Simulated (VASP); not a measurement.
# Zn in VASP: further runs, part 2 of 2

VASP 6.6.1. Earlier steps stand in the parts before.

## (3) Single point, PBEsol

File INCAR:

```
PREC     = Accurate       # precision mode
ENCUT    = 520            # plane-wave cutoff, eV
EDIFF    = 1E-6           # SCF threshold, eV
ISMEAR   = -1             # smearing method
SIGMA    = 0.05           # smearing width, eV
LREAL    = False          # projectors in reciprocal space
LASPH    = True           # aspherical terms in the spheres
NELM     = 80             # most SCF steps
ALGO     = Normal         # electronic algorithm
ISIF     = 2              # what is computed and relaxed
LWAVE    = False          # write WAVECAR
LCHARG   = False          # write CHGCAR
LDIPOL   = True         
IDIPOL   = 3            
DIPOL    = 0.5 0.5 0.500
GGA      = PS             # functional
NBANDS   = 19             # bands
```

File KPOINTS:

```
Automatic mesh
0
Gamma
  16 8 1
```

File POSCAR:

```
Zn
1.0
    2.5897394499      0.0000000000      0.0000000000
    0.0000000000      4.9158390205      0.0000000000
    0.0000000000      0.0000000000     16.7476000000
Zn
2
Direct
    0.7500000000      0.7500000000      0.4997211770
    0.2500000000      0.2500000000      0.5002788230
```

Potentials or basis: VASP PAW PBE potentials, release 64 (Zn).

Command:

```
> cat potpaw_PBE.64/Zn/POTCAR > POTCAR
> mpirun -np 1 vasp_std > vasp.out
```

OUTCAR:

```text
PREC = Accurate
   ENCUT = 520
   EDIFF = 1E-6
   ISMEAR = -1
   LREAL = False
   LASPH = True
   NELM = 80
   ISIF = 2
   GGA = PS

 ion  position               nearest neighbor table
   1  0.750  0.750  0.500-   2 2.78   2 2.78   2 2.78   2 2.78
   2  0.250  0.250  0.500-   1 2.78   1 2.78   1 2.78   1 2.78

  LATTYP: Found a simple orthorhombic cell.
 ALAT       =     2.5897394499
 B/A-ratio  =     1.8981982997
 C/A-ratio  =     6.4669053872

  Lattice vectors:

 A1 = (   2.5897394499,   0.0000000000,   0.0000000000)
 A2 = (   0.0000000000,   4.9158390205,   0.0000000000)
 A3 = (   0.0000000000,   0.0000000000,  16.7476000000)

Analysis of symmetry for initial positions (statically):
=====================================================================
 Subroutine PRICEL returns:
 Original cell was already a primitive cell.

 Routine SETGRP: Setting up the symmetry group for a
 simple orthorhombic supercell.

 Subroutine GETGRP returns: Found  8 space group operations
 (whereof  2 operations were pure point group operations)
 out of a pool of  8 trial point group operations.

The static configuration has the point symmetry S_2 .
 The point group associated with its full space group is D_2h.

Analysis of symmetry for dynamics (positions and initial velocities):
=====================================================================
 Subroutine PRICEL returns:
 Original cell was already a primitive cell.

 Routine SETGRP: Setting up the symmetry group for a
 simple orthorhombic supercell.

 Subroutine GETGRP returns: Found  8 space group operations
 (whereof  2 operations were pure point group operations)
 out of a pool of  8 trial point group operations.

The dynamic configuration has the point symmetry S_2 .
 The point group associated with its full space group is D_2h.

 Subroutine INISYM returns: Found  8 space group operations
 (whereof  2 operations are pure point group operations),
 and found     1 'primitive' translations

----------------------------------------------------------------------------------------
[... 118 lines left out ...]
   GGA     = PS    functional components
   LHFCALC =     F    Hartree Fock is set to
   AEXX    =    0.0000 exact exchange contribution
   IVDW    =     0    specifies the selected vdW correction
   LEPSILON=     F    determine dielectric tensor
   LRPA    =     F    only Hartree local field effects (RPA)
 non-spin polarized calculation
  energy-cutoff  :      520.00
  volume of cell :      213.21
 maximum number of plane-waves:      5784
 NGX is ok and might be reduce to    20
   NGX =  9   NGY = 19   NGZ = 63

 dipolmoment           0.000000      0.000000      0.000000 electrons x Angstroem

 number of electron      24.0000005 magnetization

 dipolmoment           0.000000      0.000000     -0.000000 electrons x Angstroem

 Free energy of the ion-electron system (eV)
  ---------------------------------------------------
  ext. energy  EPLUGINS =         0.00000000
  ---------------------------------------------------
  free energy    TOTEN  =        -1.99317976 eV

  energy without entropy =       -1.98776714  energy(sigma->0) =       -1.99047345

 E-fermi :  -2.9803     XC(G=0):  -2.7047

 val. band max:       -3.1474703995   @ k =   0.0625   0.0000   0.0000
 cond. band min:      -2.9567430798   @ k =   0.1250   0.0000   0.0000
 fundamental gap:      0.1907273198
 Fermi energy:        -2.9802897090

 k-point     1 :       0.0000    0.0000    0.0000
  band No.  band energies     occupation
      1     -11.2839      2.00000
      2     -10.9548      2.00000
      3     -10.4500      2.00000
      4     -10.4380      2.00000
      5     -10.1013      2.00000
      6      -9.9889      2.00000
[... 505 lines left out ...]
      6     -10.1420      2.00000
[... 11 lines left out ...]
     18       3.7429      0.00000
     19       3.9236      0.00000

 [... further k-points ...]

------------------------ aborting loop because EDIFF is reached ----------------------------------------

 vacuum level on the upper side and lower side of the slab       (xc-potential included)        -0.173        -0.173

  FORCE on cell =-STRESS in cart. coord.  units (eV):
  Direction    XX          YY          ZZ          XY          YZ          ZX
  --------------------------------------------------------------------------------------
  -------------------------------------------------------------------------------------
  Total       -2.6102746     -3.3521939      0.0011030      0.0000000      0.0000000      0.0000000
  in kB      -19.6150980    -25.1903040      0.0082885      0.0000000      0.0000000      0.0000000
  external PRESSURE =     -14.9323712 kB  Pullay stress =       0.0000000 kB

 VOLUME and BASIS-vectors are now :
 -----------------------------------------------------------------------------
  energy-cutoff  :      520.00
  volume of cell :      213.21
      direct lattice vectors                 reciprocal lattice vectors
     2.589739450  0.000000000  0.000000000     0.386139231  0.000000000  0.000000000
     0.000000000  4.915839020  0.000000000     0.000000000  0.203424074  0.000000000
     0.000000000  0.000000000 16.747600000     0.000000000  0.000000000  0.059710048

 POSITION                                       TOTAL-FORCE (eV/Angst)
 -----------------------------------------------------------------------------------
      1.94230      3.68688      8.36913         0.000000      0.000000      0.006028
      0.64743      1.22896      8.37847         0.000000     -0.000000     -0.006028
 -----------------------------------------------------------------------------------
    total drift:                               -0.000000     -0.000000      0.000000

  FREE ENERGIE OF THE ION-ELECTRON SYSTEM (eV)
  ---------------------------------------------------
  free  energy   TOTEN  =        -1.9931797563 eV

  energy  without entropy=       -1.9877671383  energy(sigma->0) =       -1.99047345

 vacuum level on the upper side and lower side of the slab         0.940         0.940
```

Wall time 3.5 min (1 thread of Intel Xeon 6975P-C, shared host); peak memory 0.39 GiB.

What came out:

- Free energy: -1.9932 eV
- Largest force: 0.006 eV/Å
- Band gap on the k mesh: zero (band 12 reaches -1.14 eV, above the bottom of band 13 at -3.75 eV)

Forces on the atoms (eV/Å):
```
Zn   0.000  0.000  0.006
Zn   0.000  0.000 -0.006
```

Caveat: the PAW data sets were made with another functional, which shifts forces and pressure a little.
